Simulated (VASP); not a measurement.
# Sb (P6_3/mmc) in VASP: further runs

Runs on Sb. Level: r2SCAN. Tasks: single point.

All numbers are computed with VASP 6.6.1; they aren't measurements. Logs are shortened: lines on timing, memory, paths and dates and some standing lists are left out, and cuts for length are marked.

## Step 1: The cell of the first run

The structure is hexagonal, space group P6_3/mmc (No. 194). Conventional cell: a = 3.629 Å, b = 3.629 Å, c = 4.593 Å, α = 90.00°, β = 90.00°, γ = 120.00°. Within 4.1 Å of Sb (site symmetry -6m2) lie 12 Sb at 3.11 to 3.63 Å.

This isn't the form of Sb at room conditions, which is rhombohedral.

## Step 2: Single point, r2SCAN

The input, POSCAR:

```
Sb
1.0
    3.6291454287      0.0000000000      0.0000000000
   -1.8145727144      3.1429321353      0.0000000000
    0.0000000000      0.0000000000      4.5932547591
Sb
2
Direct
    0.3333333333      0.6666666667      0.2500000000
    0.6666666667      0.3333333333      0.7500000000
```

The input, INCAR.step1:

```
SYSTEM = Sb
  PREC = Accurate
  ENCUT = 520
  ISMEAR = 0
  SIGMA = 0.15
  LREAL = .False.
  LASPH = .True.
  NELM = 60
  NBANDS = 12
  GGA = PE
  ALGO = Normal
  EDIFF = 1E-4
  LWAVE = .True.
  LCHARG = .False.
```

The input, INCAR.step2:

```
SYSTEM = Sb
  PREC = Accurate
  ENCUT = 520
  EDIFF = 1E-7
  ISMEAR = 0
  SIGMA = 0.15
  LREAL = .False.
  LASPH = .True.
  NELM = 60
  ALGO = Normal
  ISIF = 2
  LWAVE = .False.
  LCHARG = .False.
  METAGGA = R2SCAN
  LMIXTAU = .True.
  NBANDS = 12
  ISTART = 1
```

The input, KPOINTS:

```
regular mesh
0
Gamma
  18 18 10
  0 0 0
```

Potentials or basis: VASP PAW PBE potentials, release 64 (Sb).

The run is started by

```sh
$ cat potpaw_PBE.64/Sb/POTCAR > POTCAR
$ cp INCAR.step1 INCAR
$ mpirun -np 1 vasp_std > vasp.out
$ cp INCAR.step2 INCAR
$ mpirun -np 1 vasp_std > vasp.out
```

OUTCAR:

```text
SYSTEM = Sb
   PREC = Accurate
   ENCUT = 520
   EDIFF = 1E-7
   ISMEAR = 0
   LREAL = .False.
   LASPH = .True.
   NELM = 60
   ISIF = 2
   METAGGA = R2SCAN
   ISTART = 1

 ion  position               nearest neighbor table
   1  0.333  0.667  0.250-   2 3.11   2 3.11   2 3.11   2 3.11   2 3.11   2 3.11
   2  0.667  0.333  0.750-   1 3.11   1 3.11   1 3.11   1 3.11   1 3.11   1 3.11

  LATTYP: Found a hexagonal cell.
 ALAT       =     3.6291454287
 C/A-ratio  =     1.2656573977

  Lattice vectors:

 A1 = (   3.6291454287,   0.0000000000,   0.0000000000)
 A2 = (  -1.8145727144,   3.1429321353,   0.0000000000)
 A3 = (   0.0000000000,   0.0000000000,   4.5932547591)

Analysis of symmetry for initial positions (statically):
=====================================================================
 Subroutine PRICEL returns:
 Original cell was already a primitive cell.

 Routine SETGRP: Setting up the symmetry group for a
 hexagonal supercell.

 Subroutine GETGRP returns: Found 24 space group operations
 (whereof 12 operations were pure point group operations)
 out of a pool of 24 trial point group operations.

The static configuration has the point symmetry D_3d.
 The point group associated with its full space group is D_6h.

Analysis of symmetry for dynamics (positions and initial velocities):
=====================================================================
 Subroutine PRICEL returns:
 Original cell was already a primitive cell.

 Routine SETGRP: Setting up the symmetry group for a
 hexagonal supercell.

 Subroutine GETGRP returns: Found 24 space group operations
 (whereof 12 operations were pure point group operations)
 out of a pool of 24 trial point group operations.

The dynamic configuration has the point symmetry D_3d.
 The point group associated with its full space group is D_6h.

 Subroutine INISYM returns: Found 24 space group operations
 (whereof 12 operations are pure point group operations),
 and found     1 'primitive' translations

----------------------------------------------------------------------------------------

                                     Primitive cell

  volume of cell :      52.3914

  direct lattice vectors                    reciprocal lattice vectors
     3.629145429  0.000000000  0.000000000     0.275546963  0.159087113  0.000000000
    -1.814572714  3.142932135  0.000000000     0.000000000  0.318174226  0.000000000
     0.000000000  0.000000000  4.593254759     0.000000000  0.000000000  0.217710546

  length of vectors
     3.629145429  3.629145429  4.593254759     0.318174226  0.318174226  0.217710546

  position of ions in fractional coordinates (direct lattice)
[... 93 lines left out ...]
   EFERMI =   0.00;   METHOD = LEGACY
   ISMEAR =     0;   SIGMA  =   0.15  broadening in eV -4-tet -1-fermi 0-gaus
   EFERMI_NEDOS =   21; number of points for ismear=-14 and -15
   IALGO  =     38    algorithm
   IMIX   =      4    mixing-type and parameters
     AMIX     =   0.40;   BMIX     =  1.00
     AMIX_MAG =   1.60;   BMIX_MAG =  1.00
  volume/ion in A,a.u.               =      26.20       176.78
  Fermi-wavevector in a.u.,A,eV,Ry     =   0.942587  1.781231 12.088376  0.888471
  Thomas-Fermi vector in A             =   2.070211
   LORBIT       =      0    0 simple, 1 ext, 2 COOP (PROOUT), +10 PAW based schemes
   METAGGA = R2SCAN    functional components
   LHFCALC =     F    Hartree Fock is set to
   AEXX    =    0.0000 exact exchange contribution
   IVDW    =     0    specifies the selected vdW correction
   LEPSILON=     F    determine dielectric tensor
   LRPA    =     F    only Hartree local field effects (RPA)
 non-spin polarized calculation
 Gauss-broadening in eV      SIGMA  =   0.15
  energy-cutoff  :      520.00
  volume of cell :       52.39
 maximum number of plane-waves:      1434
 NGX is ok and might be reduce to    28

 number of electron       9.9999999 magnetization

 Free energy of the ion-electron system (eV)
  ---------------------------------------------------
  ext. energy  EPLUGINS =         0.00000000
  ---------------------------------------------------
  free energy    TOTEN  =       -50.61645614 eV

  energy without entropy =      -50.60188546  energy(sigma->0) =      -50.60917080

 E-fermi :   8.6729     XC(G=0): -10.8618

 val. band max:        8.6612550883   @ k =   0.2778   0.0000   0.2000
 cond. band min:       8.6779489038   @ k =   0.0556   0.0556   0.0000
 fundamental gap:      0.0166938155
 Fermi energy:         8.6729067880

 k-point     1 :       0.0000    0.0000    0.0000
  band No.  band energies     occupation
      1      -5.1021      2.00000
      2       2.0231      2.00000
      3       3.3414      2.00000
      4       9.7399      0.00000
      5       9.7399      0.00000
      6      12.5904      0.00000
      7      12.5904      0.00000
      8      14.1133      0.00000
      9      16.3090      0.00000
     10      16.9112      0.00000
     11      18.5990      0.00000
     12      18.5990      0.00000
[... 331 lines left out ...]
 k-point    24 :       0.3889    0.1111    0.0000
  band No.  band energies     occupation
      1      -2.2028      2.00000
      2       0.0924      2.00000
      3       5.1819      2.00000
      4       6.3110      2.00000
      5       6.9451      2.00000
      6       8.4470      1.96678
      7       9.2046      0.00000
      8      12.4645      0.00000
      9      13.4401      0.00000
     10      15.3869      0.00000
     11      19.7073      0.00000
     12      19.8577      0.00000

 [... further k-points ...]

------------------------ aborting loop because EDIFF is reached ----------------------------------------

  FORCE on cell =-STRESS in cart. coord.  units (eV):
  Direction    XX          YY          ZZ          XY          YZ          ZX
  --------------------------------------------------------------------------------------
  -------------------------------------------------------------------------------------
  Total        1.8244575      1.8244575      0.7085372     -0.0000000      0.0000000     -0.0000000
  in kB       55.7936043     55.7936043     21.6677272     -0.0000000      0.0000000     -0.0000000
  external PRESSURE =      44.4183119 kB  Pullay stress =       0.0000000 kB

 VOLUME and BASIS-vectors are now :
 -----------------------------------------------------------------------------
  energy-cutoff  :      520.00
  volume of cell :       52.39
      direct lattice vectors                 reciprocal lattice vectors
     3.629145429  0.000000000  0.000000000     0.275546963  0.159087113  0.000000000
    -1.814572714  3.142932135  0.000000000     0.000000000  0.318174226  0.000000000
     0.000000000  0.000000000  4.593254759     0.000000000  0.000000000  0.217710546

 POSITION                                       TOTAL-FORCE (eV/Angst)
 -----------------------------------------------------------------------------------
     -0.00000      2.09529      1.14831        -0.000000     -0.000000      0.000000
      1.81457      1.04764      3.44494         0.000000      0.000000      0.000000
 -----------------------------------------------------------------------------------
    total drift:                               -0.000000      0.000000      0.000000

  FREE ENERGIE OF THE ION-ELECTRON SYSTEM (eV)
  ---------------------------------------------------
  free  energy   TOTEN  =       -50.6164561417 eV

  energy  without entropy=      -50.6018854631  energy(sigma->0) =      -50.60917080
```

Wall time 3.3 min (1 thread of Intel Xeon Platinum 8559C (Emerald Rapids), shared host); peak memory 0.26 GiB.

What came out:

```
Free energy            : -50.6165 eV
Pressure               : 4.4 GPa
Band gap on the k mesh : zero (bands 5 and 6 overlap by 5.75 eV)
```

Stress tensor (GPa, compression positive):
```
5.58 0.00 0.00
0.00 5.58 0.00
0.00 0.00 2.17
```

Caveat: the cell stands under pressure; the PAW data sets were made with another functional, which shifts forces and pressure a little; spin-orbit coupling is left out, which moves the levels of the heavy elements.

## Step 3: Single point, r2SCAN

This run uses another cell than the first one, of the same volume but with other edges.

The input, POSCAR:

```
Sb
1.0
    3.0868812064      0.0000000000      0.0000000000
   -1.5434406032      2.6733175432      0.0000000000
    0.0000000000      0.0000000000      6.3487678063
Sb
2
Direct
    0.3333333333      0.6666666667      0.2500000000
    0.6666666667      0.3333333333      0.7500000000
```

The input, INCAR.step1:

```
SYSTEM = Sb
PREC = Accurate
ENCUT = 520
ISMEAR = 0
SIGMA = 0.15
LREAL = .False.
LASPH = .True.
NELM = 100
NBANDS = 12
GGA = PE
ALGO = Normal
EDIFF = 1E-4
LWAVE = .True.
LCHARG = .False.
```

The input, INCAR.step2:

```
SYSTEM = Sb
PREC = Accurate
ENCUT = 520
EDIFF = 1E-6
ISMEAR = 0
SIGMA = 0.15
LREAL = .False.
LASPH = .True.
NELM = 100
ALGO = Normal
ISIF = 2
LWAVE = .False.
LCHARG = .True.
METAGGA = R2SCAN
LMIXTAU = .True.
LELF = .True.
LVHAR = .True.
NBANDS = 12
ISTART = 1
```

The input, KPOINTS:

```
Automatic mesh
0
Gamma
  18 18 10
  0 0 0
```

Potentials or basis: VASP PAW PBE potentials, release 64 (Sb).

The run is started by

```sh
$ cat potpaw_PBE.64/Sb/POTCAR > POTCAR
$ cp INCAR.step1 INCAR
$ mpirun -np 1 vasp_std > vasp.out
$ cp INCAR.step2 INCAR
$ mpirun -np 1 vasp_std > vasp.out
```

Wall time 2.7 min (1 thread of Intel Xeon Platinum 8559C (Emerald Rapids), shared host); peak memory 0.26 GiB.

It converged, with:

```yaml
Free_energy: -50.3019 eV
Pressure: 6.6 GPa
Band_gap_on_the_k_mesh: zero (bands 5 and 6 overlap by 11.22 eV)
```

Stress tensor (GPa, compression positive):
```
10.67  0.00  0.00
 0.00 10.67  0.00
 0.00  0.00 -1.63
```

Levels at points of the mesh, in eV from the Fermi level:
| k point | band 3 | band 4 | band 5 | band 6 | band 7 | band 8 |
| --- | --- | --- | --- | --- | --- | --- |
| (0.00, 0.00, 0.00) | -6.51 | 1.56 | 6.22 | 6.87 | 6.87 | 7.82 |
| (0.50, 0.00, 0.00) | -5.84 | -5.20 | -1.87 | 0.14 | 2.32 | 4.06 |
| (0.00, 0.00, 0.50) | -3.28 | -3.28 | 7.34 | 7.34 | 7.34 | 7.34 |
| (0.50, 0.00, 0.50) | -6.14 | -6.14 | 0.65 | 0.65 | 3.06 | 3.06 |

Caveat: the stress differs along the axes, from -2 to 11 GPa; the PAW data sets were made with another functional, which shifts forces and pressure a little; spin-orbit coupling is left out, which moves the levels of the heavy elements.

The gap in the log of VASP goes by the Fermi energy; the results here count the filled bands.